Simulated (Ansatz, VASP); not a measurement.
# ZnSe3: VASP beside Ansatz

File INCAR:

```
  PREC = Accurate
  ENCUT = 600
  EDIFF = 1E-6
  ISMEAR = 0
  SIGMA = 0.1
  LREAL = False
  LASPH = True
  NELM = 60
  ALGO = Normal
  ISIF = 3
  LWAVE = False
  LCHARG = False
  GGA = PE
  IBRION = 2
  NSW = 100
  EDIFFG = -0.01
```

The input KPOINTS:

```
Automatic mesh
0
Gamma
  10 10 10
```

The input POSCAR:

```
ZnSe3
1.0
    4.3338074252      0.0000000000      0.0000000000
    0.0000000000      4.3338074252      0.0000000000
    0.0000000000      0.0000000000      4.3338074252
Zn Se
1 3
Direct
    0.0000000000      0.0000000000      0.0000000000
    0.0000000000      0.5000000000      0.5000000000
    0.5000000000      0.0000000000      0.5000000000
    0.5000000000      0.5000000000      0.0000000000
```

Input for Ansatz:

```yaml
crystal:
  lattice:
    - [4.3338074252, 0.0, 0.0]
    - [0.0, 4.3338074252, 0.0]
    - [0.0, 0.0, 4.3338074252]
  atoms:
    - { symbol: Zn, position: [0.0, 0.0, 0.0] }
    - { symbol: Se, position: [0.0, 0.5, 0.5] }
    - { symbol: Se, position: [0.5, 0.0, 0.5] }
    - { symbol: Se, position: [0.5, 0.5, 0.0] }
basis:
  ecutwfc: 420
kpoints:
  mp_grid: { grid: [10, 10, 10] }
hamiltonian:
  xc: pbe
scf:
  occupations: { method: gaussian, width: 0.1 }
output:
  forces: true
  stress: true
  eigenvalues: true
relax:
  adjacent_minimum: "off"
  f_tol: 0.01
  max_steps: 80
  cell: { stress_tol: 0.05 }
```

Alike in both runs: task relaxation of cell and atoms; functional PBE; k mesh 10 × 10 × 10; occupations gaussian, width 0.1 eV; no spin polarisation.

|  | VASP | Ansatz |
| --- | --- | --- |
| version | VASP 6.6.1 | Ansatz 0.2.0 |
| potentials or method | VASP PAW PBE potentials, release 64 (Zn, Se), cutoff 600 eV | scalar-relativistic, plane waves, PAW |
| valence electrons in the cell | 30 | 60 |

Ansatz gave:

```
gap on the k mesh at the Fermi level, each at its own relaxed structure (eV) : none
relaxed volume (Å³/atom)                                                     : 20.26
relaxed length of the cell vector where the two differ most in proportion (Å)              : 4.327
```

Task: Estimate VASP's values.

Result: gap on the k mesh at the Fermi level, each at its own relaxed structure (eV): none; relaxed volume (Å³/atom): 20.26; relaxed length of the cell vector where the two differ most in proportion (Å): 4.328.

A gap of «none» marks a metal or a gap that the smearing closes. VASP's potentials hold 30 valence electrons a cell and Ansatz's 60, so a difference there can come from the potentials and not from the codes.
